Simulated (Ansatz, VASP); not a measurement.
# InP: VASP beside Ansatz

```
In P
1.0
     0.00000    2.89063    2.93533
     2.89063    0.00000    2.93533
     2.89063    2.89063    0.00000
In P
1 1
Cartesian
  0.0000 0.0000 0.0000
  4.3359 4.3359 4.4030
```

Change from the starting cell: strain -0.030 along x and y, -0.015 along z, atoms carried along.

Alike in both runs: task single point; functional PBE; k mesh 10 × 10 × 10; occupations gaussian, width 0.05 eV; no spin polarisation.

|  | VASP | Ansatz |
| --- | --- | --- |
| version | VASP 6.6.1 | Ansatz 0.2.0 |
| potentials or method | VASP PAW PBE potentials, release 64 (In_d, P), cutoff 520 eV | scalar-relativistic, plane waves, PAW |
| valence electrons in the cell | 18 | 18 |

Ansatz gave:

| Item | Value |
| --- | --- |
| gap on the k mesh at the Fermi level (eV) | 0.83 |
| least direct gap on the mesh (eV) | 0.83 |
| pressure (GPa) | 5.4 |
| traceless stress, the component that is largest in VASP (GPa) | -0.41 |

Q: Estimate VASP's values.

A: gap on the k mesh at the Fermi level (eV): 0.83; least direct gap on the mesh (eV): 0.83; pressure (GPa): 5.3; traceless stress, the component that is largest in VASP (GPa): -0.41.

With one functional, cell and mesh, what is left measures potentials, basis and numerics.
